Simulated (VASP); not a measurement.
# Cu: single point with PBEsol

Cu:

```
CELL_PARAMETERS angstrom
2.53076 0.00000 0.00000
-1.26538 2.19170 0.00000
0.00000 0.00000 8.26182
ATOMIC_POSITIONS crystal
Cu 0.00000 0.00000 0.00000
Cu 0.00000 0.00000 0.50000
Cu 0.33333 0.66667 0.25000
Cu 0.66667 0.33333 0.75000
```

```yaml
Program: VASP 6.6.1
Task: single point
Functional: PBEsol
Potentials_or_basis: VASP PAW PBE potentials, release 64 (Cu)
Cutoff: 520 eV
k_mesh: 9 × 9 × 3
Occupations: fermi-dirac, width 0.1 eV
Spin: no spin polarisation
```

| Item | Value |
| --- | --- |
| Pressure | -1.1 GPa |
| Band gap on the k mesh | zero (band 22 reaches 11.12 eV, above the bottom of band 23 at 6.03 eV) |

Stress tensor (GPa, compression positive):
```
-1.60  0.00  0.00
 0.00 -1.60  0.00
 0.00  0.00 -0.03
```

Levels at points of the mesh, in eV from the Fermi level:
| k point | band 21 | band 22 | band 23 | band 24 | band 25 | band 26 |
| --- | --- | --- | --- | --- | --- | --- |
| (0.00, 0.00, 0.00) | -2.01 | -1.72 | -1.72 | -1.15 | 3.87 | 12.66 |

Run time: 45 s on 1 thread of AMD EPYC 7R13, on a shared host, peak memory 0.14 GiB.

Caveat: the PAW data sets were made with another functional, which shifts forces and pressure a little.
